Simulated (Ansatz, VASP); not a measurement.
## NbSi in VASP and in Ansatz

INCAR

```
PREC = Accurate
ENCUT = 520
EDIFF = 1E-6
ISMEAR = -1
SIGMA = 0.05
LREAL = False
LASPH = True
NELM = 80
ALGO = Normal
ISIF = 2
LWAVE = False
LCHARG = False
GGA = PE
NBANDS = 16
```

KPOINTS

```
Automatic mesh
0
Gamma
  9 9 9
```

Contents of POSCAR:

```
NbSi
1.0
    0.0000000000      2.5212881142      2.5212881142
    2.5212881142      0.0000000000      2.5212881142
    2.5212881142      2.5212881142      0.0000000000
Nb Si
1 1
Direct
    0.0000000000      0.0000000000      0.0000000000
    0.5000000000      0.5000000000      0.5000000000
```

input.yaml

```yaml
crystal:
  lattice:
    - [0.0, 2.5212881142, 2.5212881142]
    - [2.5212881142, 0.0, 2.5212881142]
    - [2.5212881142, 2.5212881142, 0.0]
  atoms:
    - { symbol: Nb, position: [0.0, 0.0, 0.0] }
    - { symbol: Si, position: [0.5, 0.5, 0.5] }
kpoints:
  mp_grid: { grid: [9, 9, 9] }
scf:
  occupations: { method: fermi_dirac, width: 0.05 }
hamiltonian:
  xc: pbe
  pseudopotentials: { kind: all_electron, lapw: { basis_error: 0.0005 } }
output:
  forces: true
  stress: true
  eigenvalues: true
```

Change from the starting cell: volume scaled by 0.94.

Alike in both runs: task single point; functional PBE; k mesh 9 × 9 × 9; occupations fermi-dirac, width 0.05 eV; no spin polarisation.

```csv
,VASP,Ansatz
version,VASP 6.6.1,Ansatz 0.2.0
potentials or method,"VASP PAW PBE potentials, release 64 (Nb_sv, Si), cutoff 520 eV","all-electron LAPW, scalar-relativistic"
```

|  | VASP | Ansatz | Ansatz less VASP |
| --- | --- | --- | --- |
| gap on the k mesh at the Fermi level (eV) | none | none | - |
| pressure (GPa) | 10.3 | 10.4 | +0.16 |

A gap of «none» marks a metal or a gap that the smearing closes. Ansatz ran all-electron here, and VASP with PAW potentials.
